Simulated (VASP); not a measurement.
# InSe (R3m) in VASP: single point with r2SCAN

Aim: the single point of InSe with r2SCAN.

The COD entry that gives the cell may itself be a prediction, so a difference from it is no test against experiment.

Program: VASP 6.6.1. These are calculated values, not measurements. Logs are shortened: lines on timing, memory, paths and dates and some standing lists are left out, and cuts for length are marked.

**Measured values to compare with.**

From “The Interaction of Hydrogen with the van der Waals Crystal γ-InSe”, 2020, pmc:7321205, for a bulk crystal of InSe at 300 K: band gap 1.25 eV.

The results are compared with them further down.

### Step 1. The cell of the first run

The structure is trigonal, space group R3m (No. 160). The conventional cell has a = 3.988 Å, b = 3.988 Å, c = 24.876 Å, α = 90.00°, β = 90.00°, γ = 120.00°. Within 3.5 Å of Se (site symmetry 3m) lie 3 In at 2.63 Å. Se (site symmetry 3m) has 3 In at 2.63 Å within 3.5 Å. Within 3.5 Å of In (site symmetry 3m) lie 3 Se at 2.63 Å and 1 In at 2.79 Å. Within 3.5 Å of In (site symmetry 3m) lie 3 Se at 2.63 Å and 1 In at 2.79 Å.

### Step 2. Single point, r2SCAN

The input, POSCAR:

```
InSe
1.0
    1.9940920000      3.4538670000      0.0000000000
   -1.9940920000      3.4538670000      0.0000000000
    0.0000000000     -2.3025780000      8.2921030000
Se In
2 2
Direct
    0.6155000000      0.6155000000      0.8465000000
    0.8300000000      0.8300000000      0.4900000000
    0.0000000000      0.0000000000      0.0000000000
    0.1122000000      0.1122000000      0.3366000000
```

The input, INCAR.step1:

```
PREC = Accurate
ENCUT = 520
ISMEAR = -1
SIGMA = 0.1
LREAL = False
LASPH = True
NELM = 100
NBANDS = 27
GGA = PE
ALGO = Normal
EDIFF = 1E-4
LWAVE = True
LCHARG = False
```

The input, INCAR.step2:

```
PREC = Accurate
ENCUT = 520
EDIFF = 1E-6
ISMEAR = -1
SIGMA = 0.1
LREAL = False
LASPH = True
NELM = 100
ALGO = Normal
ISIF = 2
LWAVE = False
LCHARG = False
METAGGA = R2SCAN
LMIXTAU = True
NBANDS = 27
ISTART = 1
```

The input, KPOINTS:

```
Automatic mesh
0
Gamma
  8 8 8
```

Potentials or basis: VASP PAW PBE potentials, release 64 (Se, In_d).

Launch:

```console
> cat potpaw_PBE.64/Se/POTCAR potpaw_PBE.64/In_d/POTCAR > POTCAR
> cp INCAR.step1 INCAR
> mpirun -np 1 vasp_std > vasp.out
> cp INCAR.step2 INCAR
> mpirun -np 1 vasp_std > vasp.out
```

OUTCAR:

```text
PREC = Accurate
   ENCUT = 520
   EDIFF = 1E-6
   ISMEAR = -1
   LREAL = False
   LASPH = True
   NELM = 100
   ISIF = 2
   METAGGA = R2SCAN
   ISTART = 1

 ion  position               nearest neighbor table
   1  0.615  0.615  0.846-   3 2.63   3 2.63   3 2.63
   2  0.830  0.830  0.490-   4 2.63   4 2.63   4 2.63
   3  0.000  0.000  0.000-   1 2.63   1 2.63   1 2.63   4 2.79
   4  0.112  0.112  0.337-   2 2.63   2 2.63   2 2.63   3 2.79

  LATTYP: Found a trigonal (rhomboedric) cell.
 ALAT       =     8.6058608767
 COS(alpha) =     0.8926179388

  Lattice vectors:

 A1 = (   1.9940920000,   1.1512890000,   8.2921030000)
 A2 = (  -1.9940920000,   1.1512890000,   8.2921030000)
 A3 = (   0.0000000000,  -2.3025780000,   8.2921030000)

Analysis of symmetry for initial positions (statically):
=====================================================================
 Subroutine PRICEL returns:
 Original cell was already a primitive cell.

 Routine SETGRP: Setting up the symmetry group for a
 trigonal (rhombohedral) supercell.

 Subroutine GETGRP returns: Found  6 space group operations
 (whereof  6 operations were pure point group operations)
 out of a pool of 12 trial point group operations.

The static configuration has the point symmetry C_3v.

Analysis of symmetry for dynamics (positions and initial velocities):
=====================================================================
 Subroutine PRICEL returns:
 Original cell was already a primitive cell.

 Routine SETGRP: Setting up the symmetry group for a
 trigonal (rhombohedral) supercell.

 Subroutine GETGRP returns: Found  6 space group operations
 (whereof  6 operations were pure point group operations)
 out of a pool of 12 trial point group operations.

The dynamic configuration has the point symmetry C_3v.

 Subroutine INISYM returns: Found  6 space group operations
 (whereof  6 operations are pure point group operations),
 and found     1 'primitive' translations

----------------------------------------------------------------------------------------

                                     Primitive cell

  volume of cell :     114.2209

  direct lattice vectors                    reciprocal lattice vectors
     1.994092000  3.453867000  0.000000000     0.250740688  0.144765273  0.040198890
    -1.994092000  3.453867000  0.000000000    -0.250740688  0.144765273  0.040198890
     0.000000000 -2.302578000  8.292103000     0.000000000  0.000000000  0.120596669

  length of vectors
     3.988182563  3.988182563  8.605860655     0.292307762  0.292307762  0.120596669

  position of ions in fractional coordinates (direct lattice)
     0.615500000  0.615500000  0.846500000
     0.830000000  0.830000000  0.490000000
     0.000000000  0.000000000  0.000000000
     0.112200000  0.112200000  0.336600000

  ion indices of the primitive-cell ions
   primitive index   ion index
                 1           1
                 2           2
                 3           3
                 4           4

----------------------------------------------------------------------------------------

 KPOINTS: Automatic mesh

Automatic generation of k-mesh.
 Grid dimensions read from file:
 generate k-points for:    8    8    8

 Generating k-lattice:

  Cartesian coordinates                     Fractional coordinates (reciprocal lattice)
     0.031342586  0.018095659  0.005024861     0.125000000  0.000000000  0.000000000
    -0.031342586  0.018095659  0.005024861     0.000000000  0.125000000  0.000000000
     0.000000000  0.000000000  0.015074584     0.000000000  0.000000000  0.125000000

  Length of vectors
     0.036538470  0.036538470  0.015074584

  Shift w.r.t. Gamma in fractional coordinates (k-lattice)
     0.000000000  0.000000000  0.000000000

 Subroutine IBZKPT returns following result:
 ===========================================

 Found     65 irreducible k-points:

 Following reciprocal coordinates:
            Coordinates               Weight
  0.000000  0.000000  0.000000      1.000000
  0.125000 -0.000000  0.000000      6.000000
  0.250000 -0.000000  0.000000      6.000000
  0.375000  0.000000 -0.000000      6.000000
  0.500000 -0.000000  0.000000      3.000000
  0.125000  0.125000  0.000000      6.000000
[... 16 lines left out ...]
  0.125000 -0.000000  0.125000      6.000000
  0.250000 -0.000000  0.125000      6.000000
 [... further k-points ...]
   k-points           NKPTS =     65   k-points in BZ     NKDIM =     65   number of bands    NBANDS=     27
   number of dos      NEDOS =    301   number of ions     NIONS =      4
   total plane-waves  NPLWV =  57600
   dimension x,y,z NGX =    30 NGY =   30 NGZ =   64
   dimension x,y,z NGXF=    60 NGYF=   60 NGZF=  128
   ions per type =               2   2
   NGX,Y,Z   is equivalent  to a cutoff of  12.51, 12.51, 12.36 a.u.
   NGXF,Y,Z  is equivalent  to a cutoff of  25.01, 25.01, 24.73 a.u.
 SYSTEM =  unknown system
   PREC   = accura    normal or accurate (medium, high low for compatibility)
   ISTART =      1    job   : 0-new  1-cont  2-samecut
   ICHARG =      0    charge: 1-file 2-atom 10-const
   ISPIN  =      1    spin polarized calculation?
   LNONCOLLINEAR =      F non collinear calculations
   LSORBIT =      F    spin-orbit coupling
   LASPH  =      T    aspherical Exc in radial PAW
   ENCUT  =  520.0 eV  38.22 Ry    6.18 a.u.   7.42  7.42 16.00*2*pi/ulx,y,z
   NELM   =    100;   NELMIN=  2; NELMDL=  0     # of ELM steps
   EDIFF  = 0.1E-05   stopping-criterion for ELM
   LREAL  =      F    real-space projection
   EDIFFG = 0.1E-04   stopping-criterion for IOM
   NSW    =      0    number of steps for IOM
   IBRION =     -1    ionic relax: 0-MD 1-quasi-New 2-CG
   NFREE  =      0    steps in history (QN), initial steepest desc. (CG)
   ISIF   =      2    stress and relaxation
   ISYM   =      2    0-nonsym 1-usesym 2-fastsym
   POTIM  = 0.5000    time-step for ionic-motion
   TEBEG  =    0.0;   TEEND  =   0.0 temperature during run
   PSTRESS=    0.0 pullay stress
   NELECT =      38.0000    total number of electrons
   NUPDOWN=      -1.0000    fix difference up-down
   EMIN   =  10.00;   EMAX   =-10.00  energy-range for DOS
   EFERMI =   0.00;   METHOD = LEGACY
   ISMEAR =    -1;   SIGMA  =   0.10  broadening in eV -4-tet -1-fermi 0-gaus
   EFERMI_NEDOS =   21; number of points for ismear=-14 and -15
   IALGO  =     38    algorithm
   IMIX   =      4    mixing-type and parameters
     AMIX     =   0.40;   BMIX     =  1.00
     AMIX_MAG =   1.60;   BMIX_MAG =  1.00
  volume/ion in A,a.u.               =      28.56       192.70
  Fermi-wavevector in a.u.,A,eV,Ry     =   1.134369  2.143646 17.507870  1.286792
  Thomas-Fermi vector in A             =   2.271072
   LORBIT       =      0    0 simple, 1 ext, 2 COOP (PROOUT), +10 PAW based schemes
   METAGGA = R2SCAN    functional components
   LHFCALC =     F    Hartree Fock is set to
   AEXX    =    0.0000 exact exchange contribution
   IVDW    =     0    specifies the selected vdW correction
   LEPSILON=     F    determine dielectric tensor
   LRPA    =     F    only Hartree local field effects (RPA)
 non-spin polarized calculation
  energy-cutoff  :      520.00
  volume of cell :      114.22
 maximum number of plane-waves:      3103
 NGX is ok and might be reduce to    30
   NGX = 15   NGY = 15   NGZ = 31

 number of electron      37.9999991 magnetization

 Free energy of the ion-electron system (eV)
  ---------------------------------------------------
  ext. energy  EPLUGINS =         0.00000000
  ---------------------------------------------------
  free energy    TOTEN  =       -76.43495659 eV

  energy without entropy =      -76.43480715  energy(sigma->0) =      -76.43488187

 E-fermi :   4.6348     XC(G=0):  -9.5663

 val. band max:        4.1578397878   @ k =   0.0000   0.0000   0.5000
 cond. band min:       4.9948316121   @ k =   0.0000   0.0000   0.5000
 fundamental gap:      0.8369918243
 Fermi energy:         4.6347760856

 k-point     1 :       0.0000    0.0000    0.0000
  band No.  band energies     occupation
      1     -11.2148      2.00000
      2     -11.0283      2.00000
      3     -11.0283      2.00000
      4     -10.9397      2.00000
      5     -10.9397      2.00000
      6     -10.9093      2.00000
[... 19 lines left out ...]
     26      10.0622      0.00000
     27      12.3182      0.00000

 k-point     2 :       0.1250   -0.0000    0.0000
  band No.  band energies     occupation
      1     -11.2229      2.00000
      2     -11.0921      2.00000
      3     -11.0245      2.00000
      4     -11.0180      2.00000
      5     -10.9276      2.00000
      6     -10.9137      2.00000
[... 19 lines left out ...]
     26      10.4360      0.00000
     27      11.8353      0.00000

 k-point     3 :       0.2500   -0.0000    0.0000
  band No.  band energies     occupation
      1     -11.2891      2.00000
      2     -11.1529      2.00000
      3     -11.1438      2.00000
      4     -11.0192      2.00000
      5     -10.9248      2.00000
      6     -10.8985      2.00000
[... 19 lines left out ...]
     26      11.0913      0.00000
     27      11.4029      0.00000

 k-point     4 :       0.3750    0.0000   -0.0000
  band No.  band energies     occupation
      1     -11.3725      2.00000
      2     -11.2522      2.00000
      3     -11.1441      2.00000
      4     -11.0182      2.00000
      5     -10.9356      2.00000
      6     -10.8700      2.00000
[... 19 lines left out ...]
     26      11.2311      0.00000
     27      11.8336      0.00000

 k-point     5 :       0.5000   -0.0000    0.0000
  band No.  band energies     occupation
      1     -11.4040      2.00000
      2     -11.2881      2.00000
      3     -11.1412      2.00000
      4     -11.0185      2.00000
      5     -10.9400      2.00000
      6     -10.8585      2.00000
[... 19 lines left out ...]
     26      11.0093      0.00000
     27      11.5704      0.00000

 k-point     6 :       0.1250    0.1250    0.0000
  band No.  band energies     occupation
      1     -11.2227      2.00000
      2     -11.0916      2.00000
      3     -11.0245      2.00000
      4     -11.0187      2.00000
      5     -10.9275      2.00000
      6     -10.9137      2.00000
[... 444 lines left out ...]
      1     -11.3931      2.00000
      2     -11.3004      2.00000
      3     -11.1400      2.00000
      4     -11.0192      2.00000
      5     -10.9398      2.00000
      6     -10.8582      2.00000
[... 19 lines left out ...]
     26      11.9345      0.00000
     27      12.5581      0.00000

 k-point    22 :       0.0000    0.0000    0.1250
  band No.  band energies     occupation
      1     -11.2147      2.00000
      2     -11.0283      2.00000
      3     -11.0283      2.00000
      4     -10.9397      2.00000
      5     -10.9397      2.00000
      6     -10.9093      2.00000
[... 19 lines left out ...]
     26      10.0863      0.00000
     27      12.3767      0.00000

 k-point    23 :       0.1250   -0.0000    0.1250
  band No.  band energies     occupation
      1     -11.2223      2.00000
      2     -11.0904      2.00000
      3     -11.0245      2.00000
      4     -11.0210      2.00000
      5     -10.9276      2.00000
      6     -10.9138      2.00000
[... 19 lines left out ...]
     26      10.5235      0.00000
     27      11.8343      0.00000

 k-point    24 :       0.2500   -0.0000    0.1250
  band No.  band energies     occupation
      1     -11.2855      2.00000
      2     -11.1596      2.00000
      3     -11.1412      2.00000
      4     -11.0192      2.00000
      5     -10.9247      2.00000
      6     -10.8985      2.00000
[... 19 lines left out ...]
     26      11.1253      0.00000
     27      11.6080      0.00000

 [... further k-points ...]

------------------------ aborting loop because EDIFF is reached ----------------------------------------

  FORCE on cell =-STRESS in cart. coord.  units (eV):
  Direction    XX          YY          ZZ          XY          YZ          ZX
  --------------------------------------------------------------------------------------
  -------------------------------------------------------------------------------------
  Total        1.4326062      1.4326048      0.9998740      0.0000000     -0.0000000      0.0000000
  in kB       20.0951813     20.0951620     14.0252426      0.0000000     -0.0000000      0.0000000
  external PRESSURE =      18.0718620 kB  Pullay stress =       0.0000000 kB

 VOLUME and BASIS-vectors are now :
 -----------------------------------------------------------------------------
  energy-cutoff  :      520.00
  volume of cell :      114.22
      direct lattice vectors                 reciprocal lattice vectors
     1.994092000  3.453867000  0.000000000     0.250740688  0.144765273  0.040198890
    -1.994092000  3.453867000  0.000000000    -0.250740688  0.144765273  0.040198890
     0.000000000 -2.302578000  8.292103000     0.000000000  0.000000000  0.120596669

 POSITION                                       TOTAL-FORCE (eV/Angst)
 -----------------------------------------------------------------------------------
      0.00000      2.30258      7.01927         0.000000     -0.000000     -0.009478
      0.00000      4.60516      4.06313         0.000000     -0.000000      0.005023
      0.00000      0.00000      0.00000         0.000000     -0.000000      0.132905
      0.00000      0.00000      2.79112         0.000000      0.000000     -0.128450
 -----------------------------------------------------------------------------------
    total drift:                               -0.000000      0.000001     -0.000001

  FREE ENERGIE OF THE ION-ELECTRON SYSTEM (eV)
  ---------------------------------------------------
  free  energy   TOTEN  =       -76.4349565938 eV

  energy  without entropy=      -76.4348071481  energy(sigma->0) =      -76.43488187
```

Run time: 9.7 min. Hardware: 1 thread of Intel Xeon 6975P-C (Granite Rapids), shared host; peak memory 0.36 GiB.

Results:

```
Free energy            : -76.4350 eV
Pressure               : 1.8 GPa
Largest force          : 0.133 eV/Å
Band gap on the k mesh : 0.84 eV, direct
```

Forces in eV/Å, atoms in the order of the input:
```
Se   0.000  0.000 -0.009
Se   0.000  0.000  0.005
In   0.000  0.000  0.133
In   0.000  0.000 -0.128
```

Levels at points of the mesh, in eV from the valence-band top:
| k point | band 17 | band 18 | band 19 | band 20 | band 21 | band 22 |
| --- | --- | --- | --- | --- | --- | --- |
| (0.00, 0.00, 0.00) | -1.46 | -1.32 | -1.32 | 2.12 | 2.57 | 4.68 |
| (0.50, 0.00, 0.00) | -2.54 | -2.38 | -1.78 | 1.39 | 2.31 | 4.00 |
| (0.50, 0.50, 0.00) | -2.71 | -2.17 | -1.61 | 1.42 | 2.26 | 3.63 |
| (0.00, 0.00, 0.50) | -1.24 | -1.24 | 0.00 | 0.84 | 2.61 | 4.59 |

Caveat: the PAW data sets were made with another functional, which shifts forces and pressure a little; spin-orbit coupling is left out, which moves the levels of the heavy elements.

### Step 3. Comparison with measurements

Step 2. Measured gap of InSe: 1.25 eV (300 K; “The Interaction of Hydrogen with the van der Waals Crystal γ-InSe”, 2020, pmc:7321205). This calculation gives 0.84 eV (-0.41 eV). Spin-orbit coupling on In, Se is left out. The value is that of r2SCAN on a finite k mesh, which can miss the band edges, without temperature or zero-point motion.
